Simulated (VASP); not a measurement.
Zr2SiC2:

```
CELL_PARAMETERS angstrom
3.78561 0.00000 0.00000
-1.74568 3.54144 0.00000
-0.13706 -2.21402 5.88194
ATOMIC_POSITIONS crystal
Zr 0.21752 0.44384 0.19775
Zr 0.76007 0.55963 0.80218
Si 0.07217 0.98973 0.49996
C 0.08157 0.21047 0.81903
C 0.86867 0.79633 0.18108
```

```yaml
Program: VASP 6.6.1
Task: relaxation of cell and atoms
Functional: PBE
Potentials_or_basis: VASP PAW PBE potentials, release 64 (Zr_sv, Si, C)
Cutoff: 600 eV
k_mesh: 6 × 6 × 4
Occupations: gaussian, width 0.1 eV
Spin: no spin polarisation
```

At the start: pressure -0.8 GPa; volume 15.77 Å³/atom.

Where does the relaxation end?

Over 13 steps the energy falls by 9.7 meV/atom; space group P1 (No. 1, to 0.1 Å) before and after.

The path:
```csv
step,energy change (eV),largest force (eV/Å),pressure (GPa),volume (Å³)
1,0.0000,0.3677,-0.84,78.86
2,-0.0265,0.2991,1.87,77.90
3,-0.0301,0.2271,1.13,78.14
4,-0.0379,0.1710,-0.79,79.11
5,-0.0380,0.1737,-0.58,78.99
6,-0.0431,0.1026,-0.15,78.77
7,-0.0443,0.1142,0.18,78.61
8,-0.0463,0.0873,0.03,78.72
9,-0.0464,0.1228,-0.02,78.76
10,-0.0478,0.0675,-0.01,78.82
11,-0.0478,0.0714,-0.01,78.83
12,-0.0486,0.0411,-0.03,78.85
13,-0.0487,0.0344,-0.03,78.86
```

Final structure:
```yaml
crystal:
  lattice:
    - [3.90508, -0.04392, -0.00710]
    - [-1.84182, 3.49887, 0.00872]
    - [-0.12722, -2.16438, 5.80307]
  atoms:
    - { symbol: Zr, position: [0.22408, 0.45077, 0.19950] }
    - { symbol: Zr, position: [0.75812, 0.55296, 0.80064] }
    - { symbol: Si, position: [0.06289, 0.98671, 0.50065] }
    - { symbol: C, position: [0.08441, 0.22040, 0.81718] }
    - { symbol: C, position: [0.87050, 0.78916, 0.18203] }
```
